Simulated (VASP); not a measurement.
# ScPb (P-6m2) in VASP: a series of runs, part 2 of 2

VASP 6.6.1. Earlier steps stand in the parts before.

### 3 Relaxation of cell and atoms, PBE

This run uses another cell than the first one, of 37.11 Å³/atom.

Input file INCAR:

```
  ALGO = Normal
  EDIFF = 1E-7
  EDIFFG = -0.05
  ENCUT = 600
  GGA = PE
  IBRION = 2
  ISIF = 3
  ISMEAR = 0
  LASPH = T
  LCHARG = F
  LREAL = F
  LWAVE = F
  NELM = 80
  NSW = 100
  PREC = Accurate
  SIGMA = 0.1
```

Input file KPOINTS:

```
k-points
0
Gamma
  6 6 4
```

Input file POSCAR:

```
ScPb
1.0
    3.6973609091      0.0000000000      0.0000000000
   -1.8486804546      3.2020084743      0.0000000000
    0.0000000000      0.0000000000      6.2699519367
Sc Pb
1 1
Direct
    0.0000000000      0.0000000000      0.5000000000
    0.6666666667      0.3333333333      0.0000000000
```

Potentials or basis: VASP PAW PBE potentials, release 64 (Sc_sv, Pb_d).

On the command line:

```bash
$ cat potpaw_PBE.64/Sc_sv/POTCAR potpaw_PBE.64/Pb_d/POTCAR > POTCAR
$ mpirun -np 1 vasp_std > vasp.out
```

OUTCAR:

```text
EDIFF = 1E-7
   EDIFFG = -0.05
   ENCUT = 600
   GGA = PE
   IBRION = 2
   ISIF = 3
   ISMEAR = 0
   LASPH = T
   LREAL = F
   NELM = 80
   NSW = 100
   PREC = Accurate

 ion  position               nearest neighbor table
   1  0.000  0.000  0.500-
   2  0.667  0.333  0.000-

  LATTYP: Found a hexagonal cell.
 ALAT       =     3.6973609091
 C/A-ratio  =     1.6957911578

  Lattice vectors:

 A1 = (   3.6973609091,   0.0000000000,   0.0000000000)
 A2 = (  -1.8486804546,   3.2020084743,   0.0000000000)
 A3 = (   0.0000000000,   0.0000000000,   6.2699519367)

Analysis of symmetry for initial positions (statically):
=====================================================================
 Subroutine PRICEL returns:
 Original cell was already a primitive cell.

 Routine SETGRP: Setting up the symmetry group for a
 hexagonal supercell.

 Subroutine GETGRP returns: Found 12 space group operations
 (whereof 12 operations were pure point group operations)
 out of a pool of 24 trial point group operations.

The static configuration has the point symmetry D_3h.

Analysis of symmetry for dynamics (positions and initial velocities):
=====================================================================
 Subroutine PRICEL returns:
 Original cell was already a primitive cell.

 Routine SETGRP: Setting up the symmetry group for a
 hexagonal supercell.

 Subroutine GETGRP returns: Found 12 space group operations
 (whereof 12 operations were pure point group operations)
 out of a pool of 24 trial point group operations.

The dynamic configuration has the point symmetry D_3h.

 Subroutine INISYM returns: Found 12 space group operations
 (whereof 12 operations are pure point group operations),
 and found     1 'primitive' translations

----------------------------------------------------------------------------------------

                                     Primitive cell

  volume of cell :      74.2298

  direct lattice vectors                    reciprocal lattice vectors
     3.697360909  0.000000000  0.000000000     0.270463183  0.156151991  0.000000000
    -1.848680455  3.202008474  0.000000000     0.000000000  0.312303983  0.000000000
     0.000000000  0.000000000  6.269951937     0.000000000  0.000000000  0.159490856

[... 86 lines left out ...]
   ISYM   =      2    0-nonsym 1-usesym 2-fastsym
   POTIM  = 0.5000    time-step for ionic-motion
   TEBEG  =    0.0;   TEEND  =   0.0 temperature during run
   PSTRESS=    0.0 pullay stress
   NELECT =      25.0000    total number of electrons
   NUPDOWN=      -1.0000    fix difference up-down
   EMIN   =  10.00;   EMAX   =-10.00  energy-range for DOS
   EFERMI =   0.00;   METHOD = LEGACY
   ISMEAR =     0;   SIGMA  =   0.10  broadening in eV -4-tet -1-fermi 0-gaus
   EFERMI_NEDOS =   21; number of points for ismear=-14 and -15
   IALGO  =     38    algorithm
   IMIX   =      4    mixing-type and parameters
     AMIX     =   0.40;   BMIX     =  1.00
     AMIX_MAG =   1.60;   BMIX_MAG =  1.00
  volume/ion in A,a.u.               =      37.11       250.46
  Fermi-wavevector in a.u.,A,eV,Ry     =   1.139013  2.152422 17.651525  1.297350
  Thomas-Fermi vector in A             =   2.275717
   LORBIT       =      0    0 simple, 1 ext, 2 COOP (PROOUT), +10 PAW based schemes
   GGA     = PE    functional components
   LHFCALC =     F    Hartree Fock is set to
   AEXX    =    0.0000 exact exchange contribution
   IVDW    =     0    specifies the selected vdW correction
   LEPSILON=     F    determine dielectric tensor
   LRPA    =     F    only Hartree local field effects (RPA)
 conjugate gradient relaxation of ions
 non-spin polarized calculation
 Gauss-broadening in eV      SIGMA  =   0.10
  energy-cutoff  :      600.00
  volume of cell :       74.23
 maximum number of plane-waves:      2515
 NGX is ok and might be reduce to    30
   NGX = 15   NGY = 15   NGZ = 25

--------------------------------------- Ionic step        1  -------------------------------------------

 number of electron      25.0000003 magnetization

 Free energy of the ion-electron system (eV)
  ---------------------------------------------------
  ext. energy  EPLUGINS =         0.00000000
  ---------------------------------------------------
  free energy    TOTEN  =        -9.27907003 eV

  energy without entropy =       -9.25564728  energy(sigma->0) =       -9.26735866

 E-fermi :   3.4733     XC(G=0):  -8.7899

 val. band max:        3.4332874254   @ k =   0.3333   0.1667   0.2500
 cond. band min:       3.4762250426   @ k =   0.3333   0.1667   0.5000
 fundamental gap:      0.0429376171
 Fermi energy:         3.4733184351

 k-point     1 :       0.0000    0.0000    0.0000
  band No.  band energies     occupation
      1     -47.1375      2.00000
      2     -25.8031      2.00000
      3     -25.6372      2.00000
      4     -25.6372      2.00000
      5     -13.3375      2.00000
      6     -13.3375      2.00000
[... 675 lines left out ...]
--------------------------------------- Ionic step        9  -------------------------------------------

 number of electron      25.0000003 magnetization

 Free energy of the ion-electron system (eV)
  ---------------------------------------------------
  ext. energy  EPLUGINS =         0.00000000
  ---------------------------------------------------
  free energy    TOTEN  =       -10.34587973 eV

  energy without entropy =      -10.33901223  energy(sigma->0) =      -10.34244598

 E-fermi :   6.2684     XC(G=0): -10.3311

 val. band max:        6.1854666540   @ k =   0.3333   0.1667   0.5000
 cond. band min:       6.3487276991   @ k =   0.3333   0.0000   0.2500
 fundamental gap:      0.1632610451
 Fermi energy:         6.2683690229

 k-point     1 :       0.0000    0.0000    0.0000
  band No.  band energies     occupation
      1     -43.7108      2.00000
      2     -22.3599      2.00000
      3     -22.2634      2.00000
      4     -22.2634      2.00000
      5     -10.4367      2.00000
      6     -10.4367      2.00000
[... 417 lines left out ...]
  FREE ENERGIE OF THE ION-ELECTRON SYSTEM (eV)
  ---------------------------------------------------
  free  energy   TOTEN  =       -10.3458797350 eV

  energy  without entropy=      -10.3390122272  energy(sigma->0) =      -10.34244598

 reached required accuracy - stopping structural energy minimisation
```

OSZICAR:

```text
N       E                     dE             d eps       ncg     rms          rms(c)
DAV:   1     0.318958259495E+03    0.31896E+03   -0.13176E+04   672   0.175E+03
DAV:   2     0.126172483068E+02   -0.30634E+03   -0.30425E+03   784   0.529E+02
DAV:   3    -0.101989043464E+02   -0.22816E+02   -0.22566E+02  1024   0.176E+02
DAV:   4    -0.106697576494E+02   -0.47085E+00   -0.46877E+00   912   0.245E+01
[... 100 lines left out ...]
DAV:   4    -0.103459249060E+02    0.46983E-03   -0.25003E-03  1112   0.651E-01    0.427E-02
DAV:   5    -0.103458850795E+02    0.39826E-04   -0.28105E-04  1048   0.180E-01    0.184E-02
DAV:   6    -0.103458808602E+02    0.42193E-05   -0.13802E-05   920   0.504E-02    0.677E-03
DAV:   7    -0.103458797456E+02    0.11146E-05   -0.29805E-06  1008   0.198E-02    0.109E-03
DAV:   8    -0.103458797350E+02    0.10656E-07   -0.51784E-07   728   0.660E-03
   9 F= -.10345880E+02 E0= -.10342446E+02  d E =-.292880E-02
```

Wall time 2.5 min (1 thread of AMD EPYC 9R45 (Zen 5), shared host); peak memory 0.2 GiB.

What came out:

```yaml
Free_energy: -10.3459 eV
Relaxed_volume: 25.75 Å³/atom
Relaxed_cell: a = 3.542 Å, b = 3.542 Å, c = 4.738 Å, α = 90.00°, β = 90.00°, γ = 120.00°
Space_group_after_relaxing_to_0.1_Å: P-6m2 (No. 187)
Energy_gained_by_relaxing: 533.4 meV/atom
Ionic_steps: 9
Pressure_after_relaxing: 0.0 GPa
Band_gap_on_the_k_mesh: zero (an odd number of electrons rules out a gap without spin polarisation)
```

The path:
| step | energy change (eV) | largest force (eV/Å) | pressure (GPa) | volume (Å³) |
| --- | --- | --- | --- | --- |
| 1 | 0.0000 | 0.0000 | -8.63 | 74.23 |
| 2 | -0.8336 | 0.0000 | -2.66 | 54.75 |
| 3 | -0.8685 | 0.0000 | 0.20 | 51.54 |
| 4 | -0.9675 | 0.0000 | 0.98 | 50.43 |
| 5 | -0.9922 | 0.0000 | 1.76 | 49.81 |
| 6 | -1.0257 | 0.0000 | 3.93 | 48.47 |
| 7 | -1.0568 | 0.0000 | -0.48 | 52.13 |
| 8 | -1.0639 | 0.0000 | 0.70 | 50.98 |
| 9 | -1.0668 | 0.0000 | -0.01 | 51.49 |

Final structure:
```
Sc Pb
1.0
     3.54241    0.00000    0.00000
    -1.77121    3.06782    0.00000
     0.00000    0.00000    4.73812
Sc Pb
1 1
Direct
  0.00000 0.00000 0.50000
  0.66667 0.33333 0.00000
```

Levels at points of the mesh, in eV from the Fermi level:
```tsv
k point	band 10	band 11	band 12	band 13	band 14	band 15	band 16
(0.00, 0.00, 0.00)	-10.63	-1.58	-1.36	0.98	0.98	2.05	2.05
(0.50, 0.00, 0.00)	-7.79	-4.01	-1.25	-0.17	1.80	2.66	2.97
(0.00, 0.00, 0.50)	-10.06	-4.96	0.61	1.25	1.25	1.79	1.79
(0.50, 0.00, 0.50)	-7.66	-3.28	-2.12	-0.24	0.57	1.49	2.42
```

Caveat: the volume moved by over 15 % at a fixed basis, so the end points are rough; spin-orbit coupling is left out, which moves the levels of the heavy elements.
